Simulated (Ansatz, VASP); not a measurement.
## One calculation of Sb, two programs

File INCAR:

```
SYSTEM = Sb
PREC     = Accurate       ! precision mode
ENCUT    = 520            ! plane-wave cutoff, eV
EDIFF    = 1E-6           ! SCF threshold, eV
ISMEAR   = -1             ! smearing method
SIGMA    = 0.05           ! smearing width, eV
LREAL    = .FALSE.        ! projectors in reciprocal space
LASPH    = .TRUE.         ! aspherical terms in the spheres
NELM     = 100            ! most SCF steps
ALGO     = Normal         ! electronic algorithm
ISIF     = 2              ! what is computed and relaxed
LWAVE    = .FALSE.        ! write WAVECAR
LCHARG   = .FALSE.        ! write CHGCAR
GGA      = PS             ! functional
NBANDS   = 12             ! bands
```

KPOINTS

```
Automatic mesh
0
G
  9 9 5
  0 0 0
```

POSCAR

```
Sb
1.0
    3.3320180998      0.0000000000      0.0000000000
   -1.6660090499      2.8856123203      0.0000000000
    0.0000000000      0.0000000000      5.4334470562
Sb
2
Direct
    0.6666666667      0.3333333333      0.7500000000
    0.3333333333      0.6666666667      0.2500000000
```

Contents of input.yaml:

```yaml
crystal:
  lattice:
    - [3.3320180998, 0.0, 0.0]
    - [-1.6660090499, 2.8856123203, 0.0]
    - [0.0, 0.0, 5.4334470562]
  atoms:
    - { symbol: Sb, position: [0.6666666667, 0.3333333333, 0.75] }
    - { symbol: Sb, position: [0.3333333333, 0.6666666667, 0.25] }
kpoints:
  mp_grid: { grid: [9, 9, 5] }
scf:
  occupations: { method: fermi_dirac, width: 0.05 }
hamiltonian:
  xc: pbesol
  pseudopotentials: { kind: all_electron, lapw: { basis_error: 0.001 } }
output:
  forces: true
  stress: true
  eigenvalues: true
```

Change from the starting cell: volume scaled by 0.98.

Alike in both runs: task single point; functional PBEsol; k mesh 9 × 9 × 5; occupations fermi-dirac, width 0.05 eV; no spin polarisation.

|  | VASP | Ansatz |
| --- | --- | --- |
| version | VASP 6.6.1 | Ansatz 0.2.0 |
| potentials or method | VASP PAW PBE potentials, release 64 (Sb), cutoff 520 eV | all-electron LAPW, scalar-relativistic |

```tsv
	VASP	Ansatz	Ansatz less VASP
gap on the k mesh at the Fermi level (eV)	none	none	-
pressure (GPa)	-0.4	-0.3	+0.04
traceless stress, the component that is largest in VASP (GPa)	-0.11	-0.13	-0.013
```

VASP's potentials were made for PBE, not for PBEsol. A gap of «none» marks a metal or a gap that the smearing closes. Ansatz ran all-electron here, and VASP with PAW potentials.

Neither program's run includes spin-orbit coupling.
